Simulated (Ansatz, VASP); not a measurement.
One calculation of BN, two programs

Contents of POSCAR:

```
BN
1.0
    0.0000000000      1.5766500396      2.3649750593
    1.5766500396      0.0000000000      2.3649750593
    1.5766500396      1.5766500396      0.0000000000
B N
1 1
Direct
    0.0000000000      0.0000000000      0.0000000000
    0.7500000000      0.7500000000      0.7500000000
```

File INCAR.step1:

```
SYSTEM = BN
PREC = Accurate
ENCUT = 520
ISMEAR = 0
SIGMA = 0.05
LREAL = .False.
LASPH = .True.
NELM = 60
NBANDS = 11
GGA = PE
ALGO = Normal
EDIFF = 1E-4
LWAVE = .True.
LCHARG = .False.
```

Contents of INCAR.step2:

```
SYSTEM = BN
PREC = Accurate
ENCUT = 520
EDIFF = 1E-6
ISMEAR = 0
SIGMA = 0.05
LREAL = .False.
LASPH = .True.
NELM = 60
ALGO = Normal
ISIF = 2
LWAVE = .False.
LCHARG = .False.
METAGGA = R2SCAN
LMIXTAU = .True.
NBANDS = 11
ISTART = 1
```

KPOINTS

```
regular mesh
0
Gamma
  12 12 12
  0 0 0
```

Input for Ansatz:

```yaml
crystal:
  lattice:
    - [0.0, 1.5766500396, 2.3649750593]
    - [1.5766500396, 0.0, 2.3649750593]
    - [1.5766500396, 1.5766500396, 0.0]
  atoms:
    - { symbol: B, position: [0.0, 0.0, 0.0] }
    - { symbol: "N", position: [0.75, 0.75, 0.75] }
basis:
  ecutwfc: 500
kpoints:
  mp_grid: { grid: [12, 12, 12] }
hamiltonian:
  xc: r2scan
scf:
  occupations: { method: gaussian, width: 0.05 }
output:
  forces: true
  stress: true
  eigenvalues: true
```

Alike in both runs: task single point; functional r2SCAN; k mesh 12 × 12 × 12; occupations gaussian, width 0.05 eV; no spin polarisation.

|  | VASP | Ansatz |
| --- | --- | --- |
| version | VASP 6.6.1 | Ansatz 0.2.0 |
| potentials or method | VASP PAW PBE potentials, release 64 (B, N), cutoff 520 eV | scalar-relativistic, plane waves, PAW |
| valence electrons in the cell | 8 | 8 |

|  | VASP | Ansatz | Ansatz less VASP |
| --- | --- | --- | --- |
| gap on the k mesh at the Fermi level (eV) | 0.20 | 0.21 | +0.009 |
| least direct gap on the mesh (eV) | 0.63 | 0.64 | +0.010 |
| pressure (GPa) | 10.6 | 9.7 | -0.85 |
| traceless stress, the component that is largest in VASP (GPa) | -264.45 | -265.06 | -0.606 |

VASP's potentials were made for PBE, not for r2SCAN. The functional is the same, so the differences come from potentials, cutoffs and numerics.
